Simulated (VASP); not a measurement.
Write the native input for VASP 6.6.1 that does the following.

```
Task                   : single point
Functional             : r2SCAN
Potentials or basis    : VASP PAW PBE potentials, release 64 (Ga_d, Sb)
Cutoff                 : 520 eV
k mesh                 : 10 × 10 × 10
Occupations            : gaussian, width 0.05 eV
Spin                   : no spin polarisation
Dipole correction      : no
Further INCAR settings : ALGO = Normal; EDIFF = 1e-06; NBANDS = 16
```

Crystal: GaSb.

```
Ga Sb
1.0
     0.00000    3.05900    3.21195
     3.05900    0.00000    3.21195
     3.05900    3.05900    0.00000
Ga Sb
1 1
Direct
  0.00000 0.00000 0.00000
  0.75000 0.75000 0.75000
```

This cell differs from its parent crystal: strain +0.000 along x and y, +0.050 along z.

The input as run:

POSCAR

```
GaSb
1.0
    0.0000000000      3.0590000000      3.2119500000
    3.0590000000      0.0000000000      3.2119500000
    3.0590000000      3.0590000000      0.0000000000
Ga Sb
1 1
Direct
    0.0000000000      0.0000000000      0.0000000000
    0.7500000000      0.7500000000      0.7500000000
```

INCAR.step1

```
SYSTEM = GaSb
PREC = Accurate
ENCUT = 520
ISMEAR = 0
SIGMA = 0.05
LREAL = .False.
LASPH = .True.
NELM = 60
NBANDS = 16
GGA = PE
ALGO = Normal
EDIFF = 1E-4
LWAVE = .True.
LCHARG = .False.
```

INCAR.step2

```
SYSTEM = GaSb
PREC = Accurate
ENCUT = 520
EDIFF = 1E-6
ISMEAR = 0
SIGMA = 0.05
LREAL = .False.
LASPH = .True.
NELM = 60
ALGO = Normal
ISIF = 2
LWAVE = .False.
LCHARG = .False.
METAGGA = R2SCAN
LMIXTAU = .True.
NBANDS = 16
ISTART = 1
```

KPOINTS

```
Automatic mesh
0
Gamma
  10 10 10
  0 0 0
```

Potentials or basis: VASP PAW PBE potentials, release 64 (Ga_d, Sb).

Command:

```console
$ cat potpaw_PBE.64/Ga_d/POTCAR potpaw_PBE.64/Sb/POTCAR > POTCAR
$ cp INCAR.step1 INCAR
$ mpirun -np 1 vasp_std > vasp.out
$ cp INCAR.step2 INCAR
$ mpirun -np 1 vasp_std > vasp.out
```

It gave:

| Quantity | Value |
| --- | --- |
| Pressure | -1.9 GPa |
| Band gap on the k mesh | zero (filled and empty bands touch) |

Caveat: the cell differs from its parent crystal (strain +0.000 along x and y, +0.050 along z); semilocal functionals underestimate gaps, and a narrow one can read as zero; the PAW data sets were made with another functional, which shifts forces and pressure a little; spin-orbit coupling is left out, which moves the levels of the heavy elements.

Wall time 3.3 min on 1 thread of Intel(R) Xeon(R) Platinum 8488C (Sapphire Rapids) (shared host), peak memory 0.28 GiB.
